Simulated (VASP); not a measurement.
## LiH: single point with PBE

LiH:

```
Li H
1.0
     0.00000    2.03675    2.03675
     2.03675    0.00000    2.03675
     2.03675    2.03675    0.00000
Li H
1 1
Cartesian
  0.0000 0.0000 0.0000
  2.0368 2.0368 2.0368
```

- Program: VASP 6.6.1
- Task: single point
- Functional: PBE
- Potentials or basis: VASP PAW PBE potentials, release 64 (Li_sv, H)
- Cutoff: 750 eV
- k mesh: 8 × 8 × 8
- Occupations: gaussian, width 0.01 eV
- Spin: no spin polarisation
- Dipole correction: no
- Further INCAR settings: ALGO = Normal; EDIFF = 1e-06; NBANDS = 9

```json
{
 "Pressure": "-1.8 GPa",
 "Band gap on the k mesh": "3.01 eV, direct"
}
```

Levels at points of the mesh, in eV from the valence-band top:
| k point | band 1 | band 2 | band 3 | band 4 | band 5 | band 6 |
| --- | --- | --- | --- | --- | --- | --- |
| (0.00, 0.00, 0.00) | -44.33 | -5.26 | 15.47 | 17.41 | 17.41 | 17.41 |
| (0.50, 0.00, 0.00) | -44.29 | -2.49 | 4.80 | 13.25 | 16.07 | 16.07 |
| (0.50, 0.50, 0.00) | -44.28 | 0.00 | 3.01 | 10.58 | 10.58 | 13.69 |

Wall time 13 s on 1 thread of Intel Xeon 8259CL, on a shared host, peak memory 0.15 GiB.

A k mesh can miss the band edges.
